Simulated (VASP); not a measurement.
Wanted: the native input for a VASP 6.6.1 run.

```
Task                   : single point
Functional             : PBE
Potentials or basis    : VASP PAW PBE potentials, release 64 (Pb_d)
Cutoff                 : 500 eV
k mesh                 : 6 × 6 × 4
Occupations            : tetrahedron
Spin                   : no spin polarisation
Dipole correction      : no
Further INCAR settings : ALGO = Normal; EDIFF = 1e-06; NBANDS = 21
```

The structure of Pb lies in POSCAR:

```
Pb
1.0
    3.0386068135     -1.7503199600      0.0000000000
    3.0386068135      1.7503199600      0.0000000000
   -2.1154626375      0.0000000000      6.0952248674
Pb
2
Direct
    0.8464915900      0.4364915900      0.5237078000
    1.6635084100      1.2535084100      0.9762922000
```

One way to write it, as run:

INCAR

```
SYSTEM = Pb
PREC     = Accurate       ! precision mode
ENCUT    = 500            ! plane-wave cutoff, eV
EDIFF    = 1E-6           ! SCF threshold, eV
ISMEAR   = -5             ! smearing method
SIGMA    = 0.1            ! smearing width, eV
LREAL    = .False.        ! projectors in reciprocal space
LASPH    = .True.         ! aspherical terms in the spheres
NELM     = 120            ! most SCF steps
ALGO     = Normal         ! electronic algorithm
ISIF     = 2              ! what is computed and relaxed
LWAVE    = .False.        ! write WAVECAR
LCHARG   = .True.         ! write CHGCAR
GGA      = PE             ! functional
LELF     = .True.         ! ELF
LVHAR    = .True.       
NBANDS   = 21             ! bands
GGA_COMPAT= .False.
```

KPOINTS

```
Automatic mesh
0
Gamma
  6 6 4
  0 0 0
```

Potentials or basis: VASP PAW PBE potentials, release 64 (Pb_d).

Launch:

```sh
$ cat potpaw_PBE.64/Pb_d/POTCAR > POTCAR
$ mpirun -np 1 vasp_std > vasp.out
```

It gave:

The pressure is 1.2 GPa, the largest force is 0.075 eV/Å and the band gap on the k mesh is zero (bands 14 and 15 overlap by 7.62 eV).

Caveat: spin-orbit coupling is left out, which moves the levels of the heavy elements; tetrahedron occupations give inexact forces and stress in metals.

Run time: 53 s on 1 thread of Intel Xeon 8259CL (shared host), peak memory 0.21 GiB.
